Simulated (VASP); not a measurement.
# N (P4_2/mnm) in VASP: further runs

Runs on N. Level: r2SCAN+D3(BJ). Tasks: single point.

Everything below comes from runs of VASP 6.6.1. Logs are shortened: lines on timing, memory, paths and dates and some standing lists are left out, and cuts for length are marked.

## Step 1: The cell of the first run

The structure is tetragonal, space group P4_2/mnm (No. 136). Conventional cell: a = 4.057 Å, b = 4.057 Å, c = 5.310 Å, α = 90.00°, β = 90.00°, γ = 90.00°. Within 1.5 Å of N (site symmetry m2m) lie 1 N at 1.10 Å.

## Step 2: Single point, r2SCAN+D3(BJ)

Input file POSCAR:

```
N
1.0
    4.0566513322      0.0000000000      0.0000000000
    0.0000000000      4.0566513322      0.0000000000
    0.0000000000      0.0000000000      5.3100335565
N
4
Direct
    0.9042752000      0.9042752000      0.0000000000
    0.5957248000      0.4042752000      0.5000000000
    0.0957248000      0.0957248000      0.0000000000
    0.4042752000      0.5957248000      0.5000000000
```

Input file INCAR.step1:

```
PREC = Accurate
ENCUT = 520
ISMEAR = 0
SIGMA = 0.01
LREAL = F
LASPH = T
NELM = 60
NBANDS = 18
GGA = PE
ALGO = Normal
EDIFF = 1E-4
LWAVE = T
LCHARG = F
```

Input file INCAR.step2:

```
PREC = Accurate
ENCUT = 520
EDIFF = 1E-7
ISMEAR = 0
SIGMA = 0.01
LREAL = F
LASPH = T
NELM = 60
ALGO = Normal
ISIF = 2
LWAVE = F
LCHARG = F
METAGGA = R2SCAN
LMIXTAU = T
IVDW = 12
VDW_S6 = 1.0
VDW_S8 = 0.78981345
VDW_A1 = 0.49484001
VDW_A2 = 5.73083694
NBANDS = 18
ISTART = 1
```

Input file KPOINTS:

```
regular mesh
0
Gamma
  4 4 3
```

Potentials or basis: VASP PAW PBE potentials, release 64 (N).

The run is started by

```console
$ cat potpaw_PBE.64/N/POTCAR > POTCAR
$ cp INCAR.step1 INCAR
$ mpirun -np 1 vasp_std > vasp.out
$ cp INCAR.step2 INCAR
$ mpirun -np 1 vasp_std > vasp.out
```

OUTCAR:

```text
PREC = Accurate
   ENCUT = 520
   EDIFF = 1E-7
   ISMEAR = 0
   LREAL = F
   LASPH = T
   NELM = 60
   ISIF = 2
   METAGGA = R2SCAN
   IVDW = 12
   ISTART = 1
 IVDW          = 12

 ion  position               nearest neighbor table
   1  0.904  0.904  0.000-   3 1.10
   2  0.596  0.404  0.500-   4 1.10
   3  0.096  0.096  0.000-   1 1.10
   4  0.404  0.596  0.500-   2 1.10

  LATTYP: Found a simple tetragonal cell.
 ALAT       =     4.0566513322
 C/A-ratio  =     1.3089696702

  Lattice vectors:

 A1 = (   4.0566513322,   0.0000000000,   0.0000000000)
 A2 = (   0.0000000000,   4.0566513322,   0.0000000000)
 A3 = (   0.0000000000,   0.0000000000,   5.3100335565)

Analysis of symmetry for initial positions (statically):
=====================================================================
 Subroutine PRICEL returns:
 Original cell was already a primitive cell.

 Routine SETGRP: Setting up the symmetry group for a
 simple tetragonal supercell.

 Subroutine GETGRP returns: Found 16 space group operations
 (whereof  8 operations were pure point group operations)
 out of a pool of 16 trial point group operations.

The static configuration has the point symmetry D_2h.
 The point group associated with its full space group is D_4h.

Analysis of symmetry for dynamics (positions and initial velocities):
=====================================================================
 Subroutine PRICEL returns:
 Original cell was already a primitive cell.

 Routine SETGRP: Setting up the symmetry group for a
 simple tetragonal supercell.

 Subroutine GETGRP returns: Found 16 space group operations
 (whereof  8 operations were pure point group operations)
 out of a pool of 16 trial point group operations.

The dynamic configuration has the point symmetry D_2h.
 The point group associated with its full space group is D_4h.

 Subroutine INISYM returns: Found 16 space group operations
 (whereof  8 operations are pure point group operations),
 and found     1 'primitive' translations

----------------------------------------------------------------------------------------

                                     Primitive cell

  volume of cell :      87.3841

  direct lattice vectors                    reciprocal lattice vectors
     4.056651332  0.000000000  0.000000000     0.246508738  0.000000000  0.000000000
     0.000000000  4.056651332  0.000000000     0.000000000  0.246508738  0.000000000
     0.000000000  0.000000000  5.310033556     0.000000000  0.000000000  0.188322727

  length of vectors
     4.056651332  4.056651332  5.310033556     0.246508738  0.246508738  0.188322727

  position of ions in fractional coordinates (direct lattice)
     0.904275200  0.904275200  0.000000000
     0.595724800  0.404275200  0.500000000
     0.095724800  0.095724800  0.000000000
     0.404275200  0.595724800  0.500000000

  ion indices of the primitive-cell ions
   primitive index   ion index
                 1           1
                 2           2
                 3           3
                 4           4

----------------------------------------------------------------------------------------

 KPOINTS: regular mesh

Automatic generation of k-mesh.
 Grid dimensions read from file:
 generate k-points for:    4    4    3

 Generating k-lattice:

  Cartesian coordinates                     Fractional coordinates (reciprocal lattice)
     0.061627184  0.000000000  0.000000000     0.250000000  0.000000000  0.000000000
     0.000000000  0.061627184  0.000000000     0.000000000  0.250000000  0.000000000
     0.000000000  0.000000000  0.062774242     0.000000000  0.000000000  0.333333333

  Length of vectors
     0.061627184  0.061627184  0.062774242

  Shift w.r.t. Gamma in fractional coordinates (k-lattice)
     0.000000000  0.000000000  0.000000000

 Subroutine IBZKPT returns following result:
 ===========================================

 Found     12 irreducible k-points:

 Following reciprocal coordinates:
            Coordinates               Weight
  0.000000  0.000000  0.000000      1.000000
  0.250000  0.000000  0.000000      4.000000
  0.500000  0.000000  0.000000      2.000000
  0.250000  0.250000  0.000000      4.000000
  0.500000  0.250000  0.000000      4.000000
  0.500000  0.500000  0.000000      1.000000
  0.000000  0.000000  0.333333      2.000000
  0.250000  0.000000  0.333333      8.000000
  0.500000  0.000000  0.333333      4.000000
  0.250000  0.250000  0.333333      8.000000
  0.500000  0.250000  0.333333      8.000000
  0.500000  0.500000  0.333333      2.000000
   k-points           NKPTS =     12   k-points in BZ     NKDIM =     12   number of bands    NBANDS=     18
   number of dos      NEDOS =    301   number of ions     NIONS =      4
   total plane-waves  NPLWV =  36000
   dimension x,y,z NGX =    30 NGY =   30 NGZ =   40
   dimension x,y,z NGXF=    60 NGYF=   60 NGZF=   80
   ions per type =               4
   NGX,Y,Z   is equivalent  to a cutoff of  12.29, 12.29, 12.52 a.u.
   NGXF,Y,Z  is equivalent  to a cutoff of  24.59, 24.59, 25.05 a.u.
 SYSTEM =  unknown system
   PREC   = accura    normal or accurate (medium, high low for compatibility)
   ISTART =      1    job   : 0-new  1-cont  2-samecut
   ICHARG =      0    charge: 1-file 2-atom 10-const
   ISPIN  =      1    spin polarized calculation?
   LNONCOLLINEAR =      F non collinear calculations
   LSORBIT =      F    spin-orbit coupling
   LASPH  =      T    aspherical Exc in radial PAW
   ENCUT  =  520.0 eV  38.22 Ry    6.18 a.u.   7.54  7.54  9.87*2*pi/ulx,y,z
   NELM   =     60;   NELMIN=  2; NELMDL=  0     # of ELM steps
   EDIFF  = 0.1E-06   stopping-criterion for ELM
   LREAL  =      F    real-space projection
   EDIFFG = 0.1E-05   stopping-criterion for IOM
   NSW    =      0    number of steps for IOM
   IBRION =     -1    ionic relax: 0-MD 1-quasi-New 2-CG
   NFREE  =      0    steps in history (QN), initial steepest desc. (CG)
   ISIF   =      2    stress and relaxation
   ISYM   =      2    0-nonsym 1-usesym 2-fastsym
   POTIM  = 0.5000    time-step for ionic-motion
   TEBEG  =    0.0;   TEEND  =   0.0 temperature during run
   PSTRESS=    0.0 pullay stress
   NELECT =      20.0000    total number of electrons
   NUPDOWN=      -1.0000    fix difference up-down
   EMIN   =  10.00;   EMAX   =-10.00  energy-range for DOS
   EFERMI =   0.00;   METHOD = LEGACY
   ISMEAR =     0;   SIGMA  =   0.01  broadening in eV -4-tet -1-fermi 0-gaus
   EFERMI_NEDOS =   21; number of points for ismear=-14 and -15
   IALGO  =     38    algorithm
   IMIX   =      4    mixing-type and parameters
     AMIX     =   0.40;   BMIX     =  1.00
     AMIX_MAG =   1.60;   BMIX_MAG =  1.00
  volume/ion in A,a.u.               =      21.85       147.42
  Fermi-wavevector in a.u.,A,eV,Ry     =   1.001399  1.892370 13.643930  1.002801
  Thomas-Fermi vector in A             =   2.133819
   LORBIT       =      0    0 simple, 1 ext, 2 COOP (PROOUT), +10 PAW based schemes
   METAGGA = R2SCAN    functional components
   LHFCALC =     F    Hartree Fock is set to
   AEXX    =    0.0000 exact exchange contribution
   IVDW    =    12    specifies the selected vdW correction
   LEPSILON=     F    determine dielectric tensor
   LRPA    =     F    only Hartree local field effects (RPA)
 non-spin polarized calculation
 Gauss-broadening in eV      SIGMA  =   0.01
  energy-cutoff  :      520.00
  volume of cell :       87.38
 maximum number of plane-waves:      2368
   NGX = 15   NGY = 15   NGZ = 19

 number of electron      20.0000000 magnetization

 Free energy of the ion-electron system (eV)
  ---------------------------------------------------
  ext. energy  EPLUGINS =         0.00000000
  ---------------------------------------------------
  free energy    TOTEN  =       -36.47933612 eV

  energy without entropy =      -36.47933612  energy(sigma->0) =      -36.47933612

 E-fermi :  -6.8184     XC(G=0):  -6.7452

 val. band max:       -6.8948728982   @ k =   0.5000   0.5000   0.3333
 cond. band min:       0.7137539802   @ k =   0.0000   0.0000   0.0000
 fundamental gap:      7.6086268783
 Fermi energy:        -6.8184245781

 k-point     1 :       0.0000    0.0000    0.0000
  band No.  band energies     occupation
      1     -26.3187      2.00000
      2     -26.2512      2.00000
      3     -10.5126      2.00000
      4     -10.5126      2.00000
      5      -8.8705      2.00000
      6      -8.2689      2.00000
[... 10 lines left out ...]
     17       8.4728      0.00000
     18      12.3807      0.00000

 k-point     2 :       0.2500    0.0000    0.0000
  band No.  band energies     occupation
      1     -26.3023      2.00000
      2     -26.2546      2.00000
      3     -10.6403      2.00000
      4     -10.6356      2.00000
      5      -8.7521      2.00000
      6      -8.4862      2.00000
[... 10 lines left out ...]
     17       8.8554      0.00000
     18      10.6185      0.00000

 k-point     3 :       0.5000    0.0000    0.0000
  band No.  band energies     occupation
      1     -26.2718      2.00000
      2     -26.2718      2.00000
      3     -10.7613      2.00000
      4     -10.7613      2.00000
      5      -8.4928      2.00000
      6      -8.4928      2.00000
[... 10 lines left out ...]
     17       9.9965      0.00000
     18       9.9965      0.00000

 k-point     4 :       0.2500    0.2500    0.0000
  band No.  band energies     occupation
      1     -26.2890      2.00000
      2     -26.2551      2.00000
      3     -10.7527      2.00000
      4     -10.7271      2.00000
      5      -8.6587      2.00000
      6      -8.5887      2.00000
[... 123 lines left out ...]
      4     -10.7144      2.00000
      5      -8.7849      2.00000
      6      -8.4859      2.00000
[... 10 lines left out ...]
     17       9.1028      0.00000
     18      10.1571      0.00000

 k-point    11 :       0.5000    0.2500    0.3333
  band No.  band energies     occupation
      1     -26.2652      2.00000
      2     -26.2652      2.00000
      3     -10.8394      2.00000
      4     -10.8394      2.00000
      5      -8.6762      2.00000
      6      -8.6762      2.00000
[... 10 lines left out ...]
     17       9.3984      0.00000
     18       9.3984      0.00000

 k-point    12 :       0.5000    0.5000    0.3333
  band No.  band energies     occupation
      1     -26.2587      2.00000
      2     -26.2587      2.00000
      3     -10.9103      2.00000
      4     -10.9103      2.00000
      5      -8.6794      2.00000
      6      -8.6794      2.00000
[... 10 lines left out ...]
     17       8.7922      0.00000
     18       8.7922      0.00000

------------------------ aborting loop because EDIFF is reached ----------------------------------------

 Edisp (eV)   -0.12208

 E8    (eV) :    -0.0222

  FORCE on cell =-STRESS in cart. coord.  units (eV):
  Direction    XX          YY          ZZ          XY          YZ          ZX
  --------------------------------------------------------------------------------------
  -------------------------------------------------------------------------------------
  Total       1.28537     1.28537    -0.24441    -0.00000     0.00000     0.00000
  in kB      23.56716    23.56716    -4.48116    -0.00000     0.00000     0.00000
  external pressure =       14.22 kB  Pullay stress =        0.00 kB

 VOLUME and BASIS-vectors are now :
 -----------------------------------------------------------------------------
  energy-cutoff  :      520.00
  volume of cell :       87.38
      direct lattice vectors                 reciprocal lattice vectors
     4.056651332  0.000000000  0.000000000     0.246508738  0.000000000  0.000000000
     0.000000000  4.056651332  0.000000000     0.000000000  0.246508738  0.000000000
     0.000000000  0.000000000  5.310033556     0.000000000  0.000000000  0.188322727

 POSITION                                       TOTAL-FORCE (eV/Angst)
 -----------------------------------------------------------------------------------
      3.66833      3.66833      0.00000        -0.984591     -0.984591     -0.000000
      2.41665      1.64000      2.65502         0.984591     -0.984591     -0.000000
      0.38832      0.38832      0.00000         0.984591      0.984591      0.000000
      1.64000      2.41665      2.65502        -0.984591      0.984591      0.000000
 -----------------------------------------------------------------------------------
    total drift:                                0.000000     -0.000000      0.000000

  FREE ENERGIE OF THE ION-ELECTRON SYSTEM (eV)
  ---------------------------------------------------
  free  energy   TOTEN  =       -36.6014190278 eV

  energy  without entropy=      -36.6014190278  energy(sigma->0) =      -36.60141903
```

Run time: 40 s. Hardware: 1 thread of Intel Xeon 6975P-C (Granite Rapids), shared host; peak memory 0.19 GiB.

Results:

- Free energy: -36.6014 eV
- Pressure: 1.4 GPa
- Largest force: 1.392 eV/Å
- Band gap on the k mesh: 7.61 eV, indirect (least direct gap 7.81 eV)
- Dispersion energy per atom: -0.031 eV

Forces on the atoms (eV/Å):
```
N   -0.985 -0.985  0.000
N    0.985 -0.985  0.000
N    0.985  0.985  0.000
N   -0.985  0.985  0.000
```

Caveat: the standard files for N, O and F lose accuracy on very short bonds; three body term missing; the PAW data sets were made with another functional, which shifts forces and pressure a little. A k mesh can miss the band edges.

(Part 1 of 2 ends here.)
